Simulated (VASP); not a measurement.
A run of VASP 6.6.1 is set up as follows.

Contents of INCAR:

```
PREC = Accurate
ENCUT = 520
EDIFF = 1E-6
ISMEAR = 0
SIGMA = 0.1
LREAL = False
LASPH = True
NELM = 60
ALGO = Normal
ISIF = 2
LWAVE = False
LCHARG = True
GGA = PE
LELF = True
LVHAR = True
NBANDS = 12
```

Contents of KPOINTS:

```
regular mesh
0
Gamma
  6 6 4
```

File POSCAR:

```
P
1.0
    2.6515948336      0.0000000025      0.0000000000
   -1.3257974189      2.2963484852      0.0000000000
    0.0000000000      0.0000000000      4.8435474976
P
2
Direct
    0.0000000000      0.0000000000      0.2384622207
    0.0000000000      0.0000000000      0.7615377793
```

Potentials or basis: VASP PAW PBE potentials, release 64 (P).

Run with:

```bash
$ cat potpaw_PBE.64/P/POTCAR > POTCAR
$ mpirun -np 1 vasp_std > vasp.out
```

Estimate the band gap on the k mesh.

zero (bands 5 and 6 overlap by 10.75 eV).

Estimate the largest force.

0.025 eV/Å.

Estimate the pressure.

-0.2 GPa.

Forces on the atoms (eV/Å):
```
P    0.000  0.000 -0.025
P    0.000  0.000  0.025
```

Caveat: the k points lie up to 0.46 Å⁻¹ apart, too coarse for converged energies and pressures of a metal.
